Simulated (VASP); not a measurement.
# Pt (P4/mmm) in VASP: a series of runs, part 2 of 2

VASP 6.6.1. The steps go on from the part before.

### 4 Single point, PBE

This run uses another cell than the first one, of 18.94 Å³/atom.

INCAR

```
PREC     = Accurate       # precision mode
ENCUT    = 520            # plane-wave cutoff, eV
EDIFF    = 1E-7           # SCF threshold, eV
ISMEAR   = 0              # smearing method
SIGMA    = 0.1            # smearing width, eV
LREAL    = F              # projectors in reciprocal space
LASPH    = T              # aspherical terms in the spheres
NELM     = 80             # most SCF steps
ALGO     = Fast           # electronic algorithm
ISIF     = 2              # what is computed and relaxed
LWAVE    = F              # write WAVECAR
LCHARG   = T              # write CHGCAR
GGA      = PE             # functional
LELF     = T              # ELF
LVHAR    = T            
NBANDS   = 22             # bands
```

KPOINTS

```
regular mesh
0
Gamma
  10 10 16
```

POSCAR

```
Pt
1.0
    4.5501163724      0.0000000000      0.0000000000
    0.0000000000      4.5501163724      0.0000000000
    0.0000000000      0.0000000000      2.7446746571
Pt
3
Direct
    0.0000000000      0.5000000000      0.5000000000
    0.5000000000      0.0000000000      0.5000000000
    0.0000000000      0.0000000000      0.0000000000
```

Potentials or basis: VASP PAW PBE potentials, release 64 (Pt).

Launch:

```
$ cat potpaw_PBE.64/Pt/POTCAR > POTCAR
$ mpirun -np 1 vasp_std > vasp.out
```

OUTCAR:

```text
PREC = Accurate
   ENCUT = 520
   EDIFF = 1E-7
   ISMEAR = 0
   LREAL = F
   LASPH = T
   NELM = 80
   ISIF = 2
   GGA = PE

 ion  position               nearest neighbor table
   1  0.000  0.500  0.500-   3 2.66   3 2.66   3 2.66   3 2.66   2 3.22   2 3.22   2 3.22   2 3.22

   2  0.500  0.000  0.500-   3 2.66   3 2.66   3 2.66   3 2.66   1 3.22   1 3.22   1 3.22   1 3.22

   3  0.000  0.000  0.000-   1 2.66   2 2.66   1 2.66   2 2.66   1 2.66   1 2.66   2 2.66   2 2.66

  LATTYP: Found a simple tetragonal cell.
 ALAT       =     4.5501163724
 C/A-ratio  =     0.6032097715

  Lattice vectors:

 A1 = (   4.5501163724,   0.0000000000,   0.0000000000)
 A2 = (   0.0000000000,   4.5501163724,   0.0000000000)
 A3 = (   0.0000000000,   0.0000000000,   2.7446746571)

Analysis of symmetry for initial positions (statically):
=====================================================================
 Subroutine PRICEL returns:
 Original cell was already a primitive cell.

 Routine SETGRP: Setting up the symmetry group for a
 simple tetragonal supercell.

 Subroutine GETGRP returns: Found 16 space group operations
 (whereof 16 operations were pure point group operations)
 out of a pool of 16 trial point group operations.

The static configuration has the point symmetry D_4h.

Analysis of symmetry for dynamics (positions and initial velocities):
=====================================================================
 Subroutine PRICEL returns:
 Original cell was already a primitive cell.

 Routine SETGRP: Setting up the symmetry group for a
 simple tetragonal supercell.

 Subroutine GETGRP returns: Found 16 space group operations
 (whereof 16 operations were pure point group operations)
 out of a pool of 16 trial point group operations.

The dynamic configuration has the point symmetry D_4h.

 Subroutine INISYM returns: Found 16 space group operations
 (whereof 16 operations are pure point group operations),
 and found     1 'primitive' translations

----------------------------------------------------------------------------------------

                                     Primitive cell

  volume of cell :      56.8245

  direct lattice vectors                    reciprocal lattice vectors
     4.550116372  0.000000000  0.000000000     0.219774599  0.000000000  0.000000000
     0.000000000  4.550116372  0.000000000     0.000000000  0.219774599  0.000000000
     0.000000000  0.000000000  2.744674657     0.000000000  0.000000000  0.364341907

  length of vectors
     4.550116372  4.550116372  2.744674657     0.219774599  0.219774599  0.364341907

  position of ions in fractional coordinates (direct lattice)
     0.000000000  0.500000000  0.500000000
     0.500000000  0.000000000  0.500000000
     0.000000000  0.000000000  0.000000000

  ion indices of the primitive-cell ions
   primitive index   ion index
                 1           1
                 2           2
                 3           3

----------------------------------------------------------------------------------------

 KPOINTS: regular mesh

Automatic generation of k-mesh.
 Grid dimensions read from file:
 generate k-points for:   10   10   16

 Generating k-lattice:

  Cartesian coordinates                     Fractional coordinates (reciprocal lattice)
     0.021977460  0.000000000  0.000000000     0.100000000  0.000000000  0.000000000
     0.000000000  0.021977460  0.000000000     0.000000000  0.100000000  0.000000000
     0.000000000  0.000000000  0.022771369     0.000000000  0.000000000  0.062500000

  Length of vectors
     0.021977460  0.021977460  0.022771369

  Shift w.r.t. Gamma in fractional coordinates (k-lattice)
     0.000000000  0.000000000  0.000000000

 Subroutine IBZKPT returns following result:
 ===========================================

 Found    189 irreducible k-points:

 Following reciprocal coordinates:
            Coordinates               Weight
  0.000000  0.000000  0.000000      1.000000
  0.100000  0.000000  0.000000      4.000000
  0.200000  0.000000  0.000000      4.000000
  0.300000  0.000000  0.000000      4.000000
  0.400000  0.000000  0.000000      4.000000
  0.500000  0.000000  0.000000      2.000000
[... 16 lines left out ...]
  0.100000  0.000000  0.062500      8.000000
  0.200000  0.000000  0.062500      8.000000
 [... further k-points ...]
   k-points           NKPTS =    189   k-points in BZ     NKDIM =    189   number of bands    NBANDS=     22
   number of dos      NEDOS =    301   number of ions     NIONS =      3
   total plane-waves  NPLWV =  25920
   dimension x,y,z NGX =    36 NGY =   36 NGZ =   20
   dimension x,y,z NGXF=    72 NGYF=   72 NGZF=   40
   ions per type =               3
   NGX,Y,Z   is equivalent  to a cutoff of  13.15, 13.15, 12.11 a.u.
   NGXF,Y,Z  is equivalent  to a cutoff of  26.31, 26.31, 24.23 a.u.
 SYSTEM =  unknown system
   PREC   = accura    normal or accurate (medium, high low for compatibility)
   ISTART =      0    job   : 0-new  1-cont  2-samecut
   ICHARG =      2    charge: 1-file 2-atom 10-const
   ISPIN  =      1    spin polarized calculation?
   LNONCOLLINEAR =      F non collinear calculations
   LSORBIT =      F    spin-orbit coupling
   LASPH  =      T    aspherical Exc in radial PAW
   ENCUT  =  520.0 eV  38.22 Ry    6.18 a.u.   8.46  8.46  5.10*2*pi/ulx,y,z
   NELM   =     80;   NELMIN=  2; NELMDL= -5     # of ELM steps
   EDIFF  = 0.1E-06   stopping-criterion for ELM
   LREAL  =      F    real-space projection
   EDIFFG = 0.1E-05   stopping-criterion for IOM
   NSW    =      0    number of steps for IOM
   IBRION =     -1    ionic relax: 0-MD 1-quasi-New 2-CG
   NFREE  =      0    steps in history (QN), initial steepest desc. (CG)
   ISIF   =      2    stress and relaxation
   ISYM   =      2    0-nonsym 1-usesym 2-fastsym
   POTIM  = 0.5000    time-step for ionic-motion
   TEBEG  =    0.0;   TEEND  =   0.0 temperature during run
   PSTRESS=    0.0 pullay stress
   NELECT =      30.0000    total number of electrons
   NUPDOWN=      -1.0000    fix difference up-down
   EMIN   =  10.00;   EMAX   =-10.00  energy-range for DOS
   EFERMI =   0.00;   METHOD = LEGACY
   ISMEAR =     0;   SIGMA  =   0.10  broadening in eV -4-tet -1-fermi 0-gaus
   EFERMI_NEDOS =   21; number of points for ismear=-14 and -15
   IALGO  =     68    algorithm
   IMIX   =      4    mixing-type and parameters
     AMIX     =   0.40;   BMIX     =  1.00
     AMIX_MAG =   1.60;   BMIX_MAG =  1.00
  volume/ion in A,a.u.               =      18.94       127.82
  Fermi-wavevector in a.u.,A,eV,Ry     =   1.323132  2.500358 23.819437  1.750679
  Thomas-Fermi vector in A             =   2.452763
   LORBIT       =      0    0 simple, 1 ext, 2 COOP (PROOUT), +10 PAW based schemes
   GGA     = PE    functional components
   LHFCALC =     F    Hartree Fock is set to
   AEXX    =    0.0000 exact exchange contribution
   IVDW    =     0    specifies the selected vdW correction
   LEPSILON=     F    determine dielectric tensor
   LRPA    =     F    only Hartree local field effects (RPA)
 non-spin polarized calculation
 RMM-DIIS sequential band-by-band and
 Gauss-broadening in eV      SIGMA  =   0.10
  energy-cutoff  :      520.00
  volume of cell :       56.82
 maximum number of plane-waves:      1554
 NGX is ok and might be reduce to    36
   NGX = 17   NGY = 17   NGZ = 11

 number of electron      30.0000002 magnetization

 Free energy of the ion-electron system (eV)
  ---------------------------------------------------
  ext. energy  EPLUGINS =         0.00000000
  ---------------------------------------------------
  free energy    TOTEN  =       -17.15389387 eV

  energy without entropy =      -17.12753118  energy(sigma->0) =      -17.14071252

 E-fermi :   7.4474     XC(G=0): -11.8364

 val. band max:        7.4463915159   @ k =   0.5000   0.4000   0.2500
 cond. band min:       7.4482767882   @ k =   0.5000   0.5000   0.3125
 fundamental gap:      0.0018852723
 Fermi energy:         7.4473582845

 k-point     1 :       0.0000    0.0000    0.0000
  band No.  band energies     occupation
      1      -1.6263      2.00000
      2       0.8230      2.00000
      3       1.0103      2.00000
      4       2.0764      2.00000
      5       3.6840      2.00000
      6       3.6840      2.00000
[... 574 lines left out ...]
      6       3.7460      2.00000
[... 14 lines left out ...]
     21      15.9733      0.00000
     22      16.8052      0.00000

 [... further k-points ...]

------------------------ aborting loop because EDIFF is reached ----------------------------------------

  FORCE on cell =-STRESS in cart. coord.  units (eV):
  Direction    XX          YY          ZZ          XY          YZ          ZX
  --------------------------------------------------------------------------------------
  -------------------------------------------------------------------------------------
  Total       -0.1703659     -0.1703659     -0.0884519      0.0000000      0.0000000      0.0000000
  in kB       -4.8034951     -4.8034951     -2.4939165      0.0000000      0.0000000      0.0000000
  external PRESSURE =      -4.0336355 kB  Pullay stress =       0.0000000 kB

 VOLUME and BASIS-vectors are now :
 -----------------------------------------------------------------------------
  energy-cutoff  :      520.00
  volume of cell :       56.82
      direct lattice vectors                 reciprocal lattice vectors
     4.550116372  0.000000000  0.000000000     0.219774599  0.000000000  0.000000000
     0.000000000  4.550116372  0.000000000     0.000000000  0.219774599  0.000000000
     0.000000000  0.000000000  2.744674657     0.000000000  0.000000000  0.364341907

 POSITION                                       TOTAL-FORCE (eV/Angst)
 -----------------------------------------------------------------------------------
      0.00000      2.27506      1.37234         0.000000      0.000000      0.000000
      2.27506      0.00000      1.37234         0.000000      0.000000      0.000000
      0.00000      0.00000      0.00000         0.000000      0.000000      0.000000
 -----------------------------------------------------------------------------------
    total drift:                                0.000000      0.000000      0.000000

  FREE ENERGIE OF THE ION-ELECTRON SYSTEM (eV)
  ---------------------------------------------------
  free  energy   TOTEN  =       -17.1538938721 eV

  energy  without entropy=      -17.1275311771  energy(sigma->0) =      -17.14071252
```

Run time: 75 s. Hardware: 1 thread of Intel Xeon 6975P-C (Granite Rapids), shared host; peak memory 0.3 GiB.

Results:

```yaml
Free_energy: -17.1539 eV
Pressure: -0.4 GPa
Band_gap_on_the_k_mesh: zero (bands 15 and 16 overlap by 1.64 eV)
```

Caveat: spin-orbit coupling is left out, which moves the levels of the heavy elements.

### 5 Relaxation of cell and atoms, PBE

INCAR

```
SYSTEM = Pt
  PREC = Accurate
  ENCUT = 600
  EDIFF = 1E-6
  ISMEAR = 0
  SIGMA = 0.1
  LREAL = .False.
  LASPH = .True.
  NELM = 80
  ALGO = Fast
  ISIF = 3
  LWAVE = .False.
  LCHARG = .False.
  GGA = PE
  IBRION = 2
  NSW = 100
  EDIFFG = -0.01
```

KPOINTS

```
regular mesh
0
Gamma
  10 10 16
  0 0 0
```

POSCAR

```
Pt
1.0
    4.5315583311      0.0000000000      0.0000000000
    0.0000000000      4.5315583311      0.0000000000
    0.0000000000      0.0000000000      2.7579094652
Pt
3
Direct
    0.0000000000      0.5000000000      0.5000000000
    0.5000000000      0.0000000000      0.5000000000
    0.0000000000      0.0000000000      0.0000000000
```

Launch:

```
$ cat potpaw_PBE.64/Pt/POTCAR > POTCAR
$ mpirun -np 1 vasp_std > vasp.out
```

Wall time 3.6 min (1 thread of Intel Xeon 6975P-C (Granite Rapids), shared host); peak memory 0.33 GiB.

Results (log left out):

```
Free energy                           : -17.1544 eV
Relaxed volume                        : 18.90 Å³/atom
Relaxed cell                          : a = 4.542 Å, b = 4.542 Å, c = 2.748 Å, α = 90.00°, β = 90.00°, γ = 90.00°
Space group after relaxing (to 0.1 Å) : P4/mmm (No. 123)
Energy gained by relaxing             : 0.2 meV/atom
Ionic steps                           : 5
Pressure after relaxing               : 0.0 GPa
Band gap on the k mesh                : zero (bands 15 and 16 overlap by 1.64 eV)
```

Step by step:
```tsv
step	energy change (eV)	largest force (eV/Å)	pressure (GPa)	volume (Å³)
1	0.0000	0.0000	-0.01	56.63
2	-0.0004	0.0000	0.14	56.63
3	-0.0005	0.0000	0.21	56.63
4	-0.0003	0.0000	-0.42	56.84
5	-0.0005	0.0000	0.00	56.69
```

Final structure:
```
Pt
1.0
     4.54197    0.00000    0.00000
     0.00000    4.54197    0.00000
     0.00000    0.00000    2.74810
Pt
3
Direct
  0.00000 0.50000 0.50000
  0.50000 0.00000 0.50000
  0.00000 0.00000 0.00000
```

Levels at points of the mesh, in eV from the Fermi level:
```
           k point  band 11  band 12  band 13  band 14  band 15  band 16  band 17  band 18  band 19
(0.00, 0.00, 0.00)    -0.43    -0.43    -0.35     0.15     0.96     0.96     1.08     1.08     5.19
(0.50, 0.00, 0.00)    -2.22    -1.49    -1.20    -0.50    -0.41    -0.37     0.95     4.05     6.86
(0.50, 0.50, 0.00)    -2.12    -2.12    -1.79    -1.14    -0.81    -0.19     0.42     0.42     1.94
(0.00, 0.00, 0.50)    -2.62    -2.36    -1.40    -0.29     0.50     1.81     3.00     7.78     8.15
(0.50, 0.00, 0.50)    -1.20    -1.07    -0.97     0.44     0.88     2.54     2.84     4.29     5.44
(0.50, 0.50, 0.50)     0.04     0.17     0.79     0.89     0.89     1.34     2.27     2.27     4.64
```

Caveat: spin-orbit coupling is left out, which moves the levels of the heavy elements.

### 6 The runs side by side

```tsv
task	cell	k mesh	cutoff (eV)	gap on the mesh (eV)	pressure (GPa)
single point	a = 4.532, b = 4.532, c = 2.758 Å, 3 atoms	4 × 4 × 6	520	none	-0.5
single point	a = 4.550, b = 4.550, c = 2.745 Å, 3 atoms	10 × 10 × 16	520	none	-0.4
relaxation of cell and atoms	relaxed from a = 4.532, b = 4.532, c = 2.758 Å, 3 atoms	10 × 10 × 16	600	none	0.0
```

Alike in all rows: level PBE; potentials or basis VASP PAW PBE potentials, release 64 (Pt); no spin polarisation; smearing gaussian 0.1 eV.

Caveats: some runs use coarse meshes; spin-orbit coupling is left out, which moves the levels of the heavy elements.

Total energies depend on the potentials used, so only differences within one code and one set of settings carry meaning.
